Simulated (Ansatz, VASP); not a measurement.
# TiO2 in VASP and in Ansatz

```
Ti O
1.0
     4.66630    0.00000    0.00000
     0.00000    4.66630    0.00000
     0.00000    0.00000    2.96621
Ti O
2 4
Direct
  0.50000 0.50000 0.00000
  0.00000 0.00000 0.50000
  0.69415 0.69415 0.50000
  0.80585 0.19415 0.00000
  0.19415 0.80585 0.00000
  0.30585 0.30585 0.50000
```

Alike in both runs: task single point; functional r2SCAN; k mesh 6 × 6 × 8; occupations gaussian, width 0.02 eV; no spin polarisation; Hubbard terms Ti d U = 4.0 eV.

|  | VASP | Ansatz |
| --- | --- | --- |
| version | VASP 6.6.1 | Ansatz 0.2.0 |
| potentials or method | VASP PAW PBE potentials, release 64 (Ti_sv, O), cutoff 520 eV | scalar-relativistic, plane waves, PAW |
| valence electrons in the cell | 48 | 48 |

|  | VASP | Ansatz | Ansatz less VASP |
| --- | --- | --- | --- |
| gap on the k mesh at the Fermi level (eV) | 2.76 | 2.66 | -0.093 |
| least direct gap on the mesh (eV) | 2.77 | 2.71 | -0.061 |
| pressure (GPa) | 0.9 | -3.7 | -4.58 |
| traceless stress, the component that is largest in VASP (GPa) | 4.54 | 3.67 | -0.873 |
| rms of the force components (eV/Å) | 0.089 | 0.000 | -0.0886 |

VASP's potentials were made for PBE, not for r2SCAN. The programs project onto different local orbitals, so the same U acts differently, and such runs can settle in different states. Atom by atom the forces differ by 0.089 eV/Å (rms over components).
